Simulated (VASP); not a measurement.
Wanted: the native input for a VASP 6.6.1 run.

| Item | Value |
| --- | --- |
| Task | single point |
| Functional | PBE |
| Potentials or basis | VASP PAW PBE potentials, release 64 (Pt) |
| Cutoff | 520 eV |
| k mesh | 21 × 21 × 11 |
| Occupations | fermi-dirac, width 0.1 eV |
| Spin | no spin polarisation |
| Dipole correction | no |
| Further INCAR settings | ALGO = Normal; EDIFF = 1e-07; NBANDS = 17 |

The structure of Pt lies in POSCAR:

```
Pt
1.0
    2.8733612880      0.0000000000      0.0000000000
   -1.4366806440      2.4884038697      0.0000000000
    0.0000000000      0.0000000000      4.9400525974
Pt
2
Direct
    0.3333333333      0.6666666667      0.2500000000
    0.6666666667      0.3333333333      0.7500000000
```

This cell differs from its parent crystal: volume scaled by 1.12.

One way to write it, as run:

INCAR

```
PREC     = Accurate       # precision mode
ENCUT    = 520            # plane-wave cutoff, eV
EDIFF    = 1E-7           # SCF threshold, eV
ISMEAR   = -1             # smearing method
SIGMA    = 0.1            # smearing width, eV
LREAL    = False          # projectors in reciprocal space
LASPH    = True           # aspherical terms in the spheres
NELM     = 60             # most SCF steps
ALGO     = Normal         # electronic algorithm
ISIF     = 2              # what is computed and relaxed
LWAVE    = False          # write WAVECAR
LCHARG   = False          # write CHGCAR
GGA      = PE             # functional
NBANDS   = 17             # bands
```

KPOINTS

```
Automatic mesh
0
Gamma
  21 21 11
```

Potentials or basis: VASP PAW PBE potentials, release 64 (Pt).

Launch:

```sh
$ cat potpaw_PBE.64/Pt/POTCAR > POTCAR
$ mpirun -np 1 vasp_std > vasp.out
```

Results of the run:

The pressure is -20.3 GPa. The band gap on the k mesh is zero (band 10 reaches 8.80 eV, above the bottom of band 11 at 7.82 eV).

Caveat: spin-orbit coupling is left out, which moves the levels of the heavy elements.

It took 64 s on 1 thread of Intel(R) Xeon(R) Platinum 8488C (Sapphire Rapids), on a shared host, peak memory 0.27 GiB.
